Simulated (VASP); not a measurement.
**KRe: single point with PBE**

Crystal: KRe.

```
K Re
1.0
     5.59193    0.00000    0.00000
    -2.79596    4.84275    0.00000
     0.00000    0.00000    5.82188
K Re
3 3
Direct
  0.50000 0.00000 0.00000
  0.50000 0.50000 0.00000
  0.00000 0.50000 0.00000
  0.00000 0.00000 0.00000
  0.33333 0.66667 0.50000
  0.66667 0.33333 0.50000
```

```yaml
Program: VASP 6.6.1
Task: single point
Functional: PBE
Potentials_or_basis: VASP PAW PBE potentials, release 64 (K_sv, Re)
Cutoff: 520 eV
k_mesh: 3 × 3 × 4
Occupations: gaussian, width 0.1 eV
Spin: no spin polarisation
```

The pressure is 0.1 GPa and the band gap on the k mesh is zero (bands 24 and 25 overlap by 0.57 eV).

Stress tensor (GPa, compression positive):
```
 0.25  0.00  0.00
 0.00  0.25  0.00
 0.00  0.00 -0.12
```

Levels at points of the mesh, in eV from the Fermi level:
| k point | band 22 | band 23 | band 24 | band 25 | band 26 | band 27 |
| --- | --- | --- | --- | --- | --- | --- |
| (0.00, 0.00, 0.00) | -0.52 | -0.52 | -0.37 | -0.37 | -0.03 | 0.19 |
| (0.00, 0.00, 0.50) | -0.54 | -0.54 | -0.38 | -0.35 | 0.26 | 0.26 |

Run time: 58 s on 1 thread of Intel(R) Xeon(R) 6975P-C (Granite Rapids) (shared host), peak memory 0.28 GiB.

Caveat: the k points lie up to 0.43 Å⁻¹ apart, too coarse for converged energies and pressures of a metal; spin-orbit coupling is left out, which moves the levels of the heavy elements.
